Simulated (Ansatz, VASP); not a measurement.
# HgSe: VASP beside Ansatz

```xyz
6
Lattice="4.4267 0.0000 0.0000 -2.2133 3.8336 0.0000 0.0000 0.0000 23.1323" Properties=species:S:1:pos:R:3 pbc="T T T"
Se    0.0000    0.0000    7.5549
Se    0.0000    2.5557   11.2628
Se    2.2133    1.2779   15.0325
Hg    0.0000    2.5557    8.2162
Hg    2.2133    1.2779   11.9235
Hg    0.0000    0.0000   15.4070
```

Alike in both runs: functional PBE; k mesh 9 × 9 × 1; occupations gaussian, width 0.1 eV; no spin polarisation.

Ansatz relaxed the structure, and its values are those at the end. VASP's run is a single point on that final structure, the one shown.

|  | VASP | Ansatz |
| --- | --- | --- |
| version | VASP 6.6.1 | Ansatz 0.2.0 |
| potentials or method | VASP PAW PBE potentials, release 64 (Se, Hg), cutoff 520 eV | scalar-relativistic, plane waves, PAW |
| valence electrons in the cell | 54 | 108 |

VASP gave:

```
gap on the k mesh at the Fermi level (eV) : none
rms of the force components (eV/Å)        : 0.010
```

Task: Which values does Ansatz return?

Result: gap on the k mesh at the Fermi level (eV): none; rms of the force components (eV/Å): 0.001.

A gap of «none» marks a metal or a gap that the smearing closes. VASP's potentials hold 54 valence electrons a cell and Ansatz's 108, so a difference there can come from the potentials and not from the codes. Ansatz's warnings: xc potential rough in thin density.

Neither program's run includes spin-orbit coupling.
